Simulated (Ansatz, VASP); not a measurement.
One calculation of Li2S, two programs

```xyz
3
Lattice="0.0000 2.8540 2.8540 2.8540 0.0000 2.8540 2.8540 2.8540 0.0000" Properties=species:S:1:pos:R:3 pbc="T T T"
Li    1.4270    1.4270    1.4270
Li    4.2810    4.2810    4.2810
S     0.0000    0.0000    0.0000
```

Alike in both runs: task relaxation of cell and atoms; functional LDA; k mesh 8 × 8 × 8; occupations gaussian, width 0.02 eV; no spin polarisation.

|  | VASP | Ansatz |
| --- | --- | --- |
| version | VASP 6.6.1 | Ansatz 0.2.0 |
| potentials or method | VASP PAW LDA potentials, release 64 (Li_sv, S), cutoff 750 eV | scalar-relativistic, plane waves, PAW |
| valence electrons in the cell | 12 | 12 |

|  | VASP | Ansatz | Ansatz less VASP |
| --- | --- | --- | --- |
| gap on the k mesh at the Fermi level, each at its own relaxed structure (eV) | 3.12 | 3.12 | 0.000 |
| relaxed volume (Å³/atom) | 14.35 | 14.38 | +0.021 |
| relaxed length of the cell vector where the two differ most in proportion (Å) | 3.934 | 3.936 | +0.0019 |

LDA's correlation is that of Perdew and Zunger in VASP and of Perdew and Wang (1992) in Ansatz.
